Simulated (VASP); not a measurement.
Here is a VASP 6.6.1 calculation.

INCAR

```
PREC = Accurate
ENCUT = 600
EDIFF = 1E-6
ISMEAR = 0
SIGMA = 0.05
LREAL = False
LASPH = True
NELM = 200
ALGO = Normal
ISIF = 2
LWAVE = False
LCHARG = False
ISPIN = 2
MAGMOM = 7.86
LORBIT = 11
LMAXMIX = 6
GGA = PE
NBANDS = 18
GGA_COMPAT = False
```

Contents of KPOINTS:

```
Automatic mesh
0
Gamma
  6 6 6
```

The input POSCAR:

```
Eu
1.0
   -2.1973157791      2.1973157791      2.1973157791
    2.1973157791     -2.1973157791      2.1973157791
    2.1973157791      2.1973157791     -2.1973157791
Eu
1
Direct
    0.0000000000      0.0000000000      0.0000000000
```

Potentials or basis: VASP PAW PBE potentials, release 64 (Eu).

Launch:

```sh
$ cat potpaw_PBE.64/Eu/POTCAR > POTCAR
$ mpirun -np 1 vasp_std > vasp.out
```

Estimate the site moments.

Eu +6.73 μB.

Predict the pressure.

-0.1 GPa.

What does it give for the net moment?

7.49 μB per cell.

 The state reached can hang on the start; a lower one may exist.
